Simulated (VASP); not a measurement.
A run of VASP 6.6.1:

File INCAR:

```
ALGO = Normal
EDIFF = 1E-7
EDIFFG = -0.01
ENCUT = 600
GGA = PE
IBRION = 2
ISIF = 3
ISMEAR = -1
LASPH = T
LCHARG = F
LREAL = F
LWAVE = F
NELM = 80
NSW = 60
PREC = Accurate
SIGMA = 0.05
```

Contents of KPOINTS:

```
k-points
0
Gamma
  7 7 7
```

File POSCAR:

```
PbS
1.0
    3.6536590000      0.0000000000      0.0000000000
    0.0000000000      3.6536590000      0.0000000000
    0.0000000000      0.0000000000      3.6536590000
Pb S
1 1
Direct
    0.0000000000      0.0000000000      0.0000000000
    0.5000000000      0.5000000000      0.5000000000
```

Potentials or basis: VASP PAW PBE potentials, release 64 (Pb_d, S).

Launch:

```bash
$ cat potpaw_PBE.64/Pb_d/POTCAR potpaw_PBE.64/S/POTCAR > POTCAR
$ mpirun -np 1 vasp_std > vasp.out
```

Hardware: 1 thread of Intel(R) Xeon(R) Platinum 8259CL CPU @ 2.50GHz (Skylake/Cascade Lake) (shared host).

Q: How long does it take, and how much memory?

A: Wall time 18 s on 1 thread of Intel(R) Xeon(R) Platinum 8259CL CPU @ 2.50GHz (Skylake/Cascade Lake) (shared host), peak memory 0.17 GiB. Counts: scf iterations 16, k points 20, ion steps 1.
